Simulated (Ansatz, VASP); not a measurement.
## One calculation of CsI, two programs

INCAR

```
SYSTEM = CsI
PREC = Accurate ; ENCUT = 500
EDIFF = 1E-6 ; ISMEAR = 0
SIGMA = 0.01 ; LREAL = .FALSE.
LASPH = .TRUE. ; NELM = 120
ALGO = Normal ; ISIF = 2
LWAVE = .FALSE. ; LCHARG = .FALSE.
GGA = CA ; NBANDS = 15
GGA_COMPAT = .FALSE.
```

The input KPOINTS:

```
Automatic mesh
0
G
  6 6 6
  0 0 0
```

POSCAR

```
CsI
1.0
    4.6080834137      0.0000000000      0.0000000000
    0.0000000000      4.6080834137      0.0000000000
    0.0000000000      0.0000000000      4.6080834137
Cs I
1 1
Direct
    0.0000000000      0.0000000000      0.0000000000
    0.5000000000      0.5000000000      0.5000000000
```

Input for Ansatz:

```yaml
crystal:
  lattice:
    - [4.6080834137, 0.0, 0.0]
    - [0.0, 4.6080834137, 0.0]
    - [0.0, 0.0, 4.6080834137]
  atoms:
    - { symbol: Cs, position: [0.0, 0.0, 0.0] }
    - { symbol: I, position: [0.5, 0.5, 0.5] }
kpoints:
  mp_grid: { grid: [6, 6, 6] }
  band_path:
    path:
      - [0.0, 0.0, 0.0]
      - [0.0, 0.5, 0.0]
      - [0.5, 0.5, 0.0]
      - [0.5, 0.5, 0.5]
      - [0.0, 0.5, 0.5]
    npoints: 1
hamiltonian:
  xc: lda
scf:
  occupations: { method: fixed }
  n_extra_bands: 4
output:
  forces: true
  stress: true
  eigenvalues: true
```

Alike in both runs: task single point; functional LDA; k mesh 6 × 6 × 6; no spin polarisation.

```csv
,VASP,Ansatz
version,VASP 6.6.1,Ansatz 0.2.0
potentials or method,"VASP PAW LDA potentials, release 64 (Cs_sv, I)","plane waves, PAW"
plane-wave cutoff (eV),500,420
occupations,"gaussian, width 0.01 eV",fixed
valence electrons in the cell,16,26
```

Ansatz gave:

| Item | Value |
| --- | --- |
| gap on the k mesh at the Fermi level (eV) | 3.44 |
| pressure (GPa) | -1.6 |

Problem. Estimate VASP's values.

Solution. gap on the k mesh at the Fermi level (eV): 3.45; pressure (GPa): -1.6.

LDA's correlation is that of Perdew and Zunger in VASP and of Perdew and Wang (1992) in Ansatz. VASP's potentials hold 16 valence electrons a cell and Ansatz's 26, so a difference there can come from the potentials and not from the codes.

Spin-orbit coupling is off throughout.
